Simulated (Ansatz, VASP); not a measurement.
**AlPt: VASP beside Ansatz**

```
Al Pt
1.0
     3.09155    0.00000    0.00000
     0.00000    3.09155    0.00000
     0.00000    0.00000    3.09155
Al Pt
1 1
Cartesian
  0.0000 0.0000 0.0000
  1.5458 1.5458 1.5458
```

Alike in both runs: task single point; functional r2SCAN; k mesh 6 × 6 × 6; occupations gaussian, width 0.1 eV; no spin polarisation.

|  | VASP | Ansatz |
| --- | --- | --- |
| version | VASP 6.6.1 | Ansatz 0.2.0 |
| potentials or method | VASP PAW PBE potentials, release 64 (Al, Pt), cutoff 520 eV | scalar-relativistic, plane waves, PAW |
| valence electrons in the cell | 13 | 21 |

|  | VASP | Ansatz | Ansatz less VASP |
| --- | --- | --- | --- |
| gap on the k mesh at the Fermi level (eV) | none | none | - |
| pressure (GPa) | -4.7 | -4.5 | +0.18 |

VASP's potentials were made for PBE, not for r2SCAN. A gap of «none» marks a metal or a gap that the smearing closes. VASP's potentials hold 13 valence electrons a cell and Ansatz's 21, so a difference there can come from the potentials and not from the codes.

Neither program's run includes spin-orbit coupling.
